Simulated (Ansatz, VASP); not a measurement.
# One calculation of Si2W, two programs

The input INCAR:

```
PREC = Accurate
ENCUT = 520
EDIFF = 1E-6
ISMEAR = 0
SIGMA = 0.1
LREAL = Auto
LASPH = True
NELM = 100
ALGO = Normal
ISIF = 2
LWAVE = False
LCHARG = False
LDIPOL = True
IDIPOL = 3
DIPOL = 0.5 0.5 0.500
GGA = PE
NBANDS = 68
```

Contents of KPOINTS:

```
Automatic mesh
0
Gamma
  9 9 1
```

POSCAR

```
Si2W
1.0
    4.5665464730      0.0000000000      0.0000000000
   -2.2832732365      3.9336866682      0.0000000000
    0.0000000000      0.0000000000     24.1330929461
Si W
10 5
Direct
    0.1654325919      0.3308651837      0.3107765762
    0.8345674081      0.6691348163      0.3107765762
    0.6654325919      0.3308651837      0.4053882881
    0.3345674081      0.6691348163      0.4053882881
    0.1654325919      0.3308651837      0.5000000000
    0.8345674081      0.6691348163      0.5000000000
    0.6654325919      0.3308651837      0.5946117119
    0.3345674081      0.6691348163      0.5946117119
    0.1654325919      0.3308651837      0.6892234238
    0.8345674081      0.6691348163      0.6892234238
    0.5000000000      0.0000000000      0.3107765762
    0.0000000000      0.0000000000      0.4053882881
    0.5000000000      0.0000000000      0.5000000000
    0.0000000000      0.0000000000      0.5946117119
    0.5000000000      0.0000000000      0.6892234238
```

Input for Ansatz:

```yaml
crystal:
  lattice:
    - [4.566546473, 0.0, 0.0]
    - [-2.2832732365, 3.9336866682, 0.0]
    - [0.0, 0.0, 24.1330929461]
  atoms:
    - { symbol: Si, position: [0.1654325919, 0.3308651837, 0.3107765762] }
    - { symbol: Si, position: [0.8345674081, 0.6691348163, 0.3107765762] }
    - { symbol: W, position: [0.5, 0.0, 0.3107765762] }
    - { symbol: Si, position: [0.6654325919, 0.3308651837, 0.4053882881] }
    - { symbol: Si, position: [0.3345674081, 0.6691348163, 0.4053882881] }
    - { symbol: W, position: [0.0, 0.0, 0.4053882881] }
    - { symbol: Si, position: [0.1654325919, 0.3308651837, 0.5] }
    - { symbol: Si, position: [0.8345674081, 0.6691348163, 0.5] }
    - { symbol: W, position: [0.5, 0.0, 0.5] }
    - { symbol: Si, position: [0.6654325919, 0.3308651837, 0.5946117119] }
    - { symbol: Si, position: [0.3345674081, 0.6691348163, 0.5946117119] }
    - { symbol: W, position: [0.0, 0.0, 0.5946117119] }
    - { symbol: Si, position: [0.1654325919, 0.3308651837, 0.6892234238] }
    - { symbol: Si, position: [0.8345674081, 0.6691348163, 0.6892234238] }
    - { symbol: W, position: [0.5, 0.0, 0.6892234238] }
basis:
  ecutwfc: 420
kpoints:
  mp_grid: { grid: [9, 9, 1] }
hamiltonian:
  xc: pbe
scf:
  occupations: { method: gaussian, width: 0.1 }
output:
  forces: true
  eigenvalues: true
  write_density: true
  write_potential: true
  elf: true
  volumetric_format: npy
efield:
  axis: 3
  dipole_correction: true
  ramp_width: 0.04
```

Alike in both runs: task single point; functional PBE; k mesh 9 × 9 × 1; occupations gaussian, width 0.1 eV; no spin polarisation.

|  | VASP | Ansatz |
| --- | --- | --- |
| version | VASP 6.6.1 | Ansatz 0.2.0 |
| potentials or method | VASP PAW PBE potentials, release 64 (Si, W_sv), cutoff 520 eV | scalar-relativistic, plane waves, PAW |
| valence electrons in the cell | 110 | 110 |

```csv
,VASP,Ansatz,Ansatz less VASP
gap on the k mesh at the Fermi level (eV),none,none,-
rms of the force components (eV/Å),0.481,0.483,+0.0014
```

A gap of «none» marks a metal or a gap that the smearing closes. The functional is the same, so the differences come from potentials, cutoffs and numerics. Ansatz's warnings: xc potential rough in thin density.

Spin-orbit coupling is off throughout.
